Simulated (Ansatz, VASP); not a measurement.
# Cu in VASP and in Ansatz

```
Cu
1.0
     0.00000    1.77060    1.77060
     1.77060    0.00000    1.77060
     1.77060    1.77060    0.00000
Cu
1
Direct
  0.00000 0.00000 0.00000
```

Alike in both runs: task single point; functional r2SCAN0; k mesh 7 × 7 × 7; occupations fermi-dirac, width 0.05 eV; no spin polarisation.

|  | VASP | Ansatz |
| --- | --- | --- |
| version | VASP 6.6.1 | Ansatz 0.2.0 |
| potentials or method | VASP PAW PBE potentials, release 64 (Cu) | Ansatz PAW |
| plane-wave cutoff (eV) | 520 | 500 |
| valence electrons in the cell | 11 | 19 |

```tsv
	VASP	Ansatz	Ansatz less VASP
gap on the k mesh at the Fermi level (eV)	none	none	-
pressure (GPa)	7.5	7.0	-0.42
```

VASP's potentials were made for PBE, not for r2SCAN0. A gap of «none» marks a metal or a gap that the smearing closes. With one functional, cell and mesh, what is left measures potentials, basis and numerics. VASP's potentials hold 11 valence electrons a cell and Ansatz's 19, so a difference there can come from the potentials and not from the codes.

The k mesh is coarse, so the values compare programs but aren't converged.
